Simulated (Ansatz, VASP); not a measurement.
## Ge: VASP beside Ansatz

The input INCAR:

```
SYSTEM = Ge
ALGO     = Normal         ! electronic algorithm
EDIFF    = 1E-7           ! SCF threshold, eV
ENCUT    = 520            ! plane-wave cutoff, eV
GGA      = PE             ! functional
ISIF     = 2              ! what is computed and relaxed
ISMEAR   = -1             ! smearing method
LASPH    = .TRUE.         ! aspherical terms in the spheres
LCHARG   = .FALSE.        ! write CHGCAR
LREAL    = .FALSE.        ! projectors in reciprocal space
LWAVE    = .FALSE.        ! write WAVECAR
NBANDS   = 13             ! bands
NELM     = 100            ! most SCF steps
PREC     = Accurate       ! precision mode
SIGMA    = 0.08           ! smearing width, eV
```

Contents of KPOINTS:

```
k-points
0
G
  16 16 16
  0 0 0
```

The input POSCAR:

```
Ge
1.0
    0.0000000000      2.1177119820      2.1177119820
    2.1177119820      0.0000000000      2.1177119820
    2.1177119820      2.1177119820      0.0000000000
Ge
1
Direct
    0.0000000000      0.0000000000      0.0000000000
```

Input for Ansatz:

```yaml
crystal:
  lattice:
    - [0.0, 2.117711982, 2.117711982]
    - [2.117711982, 0.0, 2.117711982]
    - [2.117711982, 2.117711982, 0.0]
  atoms:
    - { symbol: Ge, position: [0.0, 0.0, 0.0] }
kpoints:
  mp_grid: { grid: [16, 16, 16] }
scf:
  occupations: { method: fermi_dirac, width: 0.08 }
hamiltonian:
  xc: pbe
  pseudopotentials: { kind: all_electron, lapw: { basis_error: 0.001 } }
output:
  forces: true
  stress: true
  eigenvalues: true
```

Change from the starting cell: volume scaled by 0.97.

Alike in both runs: task single point; functional PBE; k mesh 16 × 16 × 16; occupations fermi-dirac, width 0.08 eV; no spin polarisation.

|  | VASP | Ansatz |
| --- | --- | --- |
| version | VASP 6.6.1 | Ansatz 0.2.0 |
| potentials or method | VASP PAW PBE potentials, release 64 (Ge_d), cutoff 520 eV | all-electron LAPW, scalar-relativistic |

|  | VASP | Ansatz | Ansatz less VASP |
| --- | --- | --- | --- |
| pressure (GPa) | 2.1 | 2.1 | -0.01 |

Ansatz ran all-electron here, and VASP with PAW potentials.
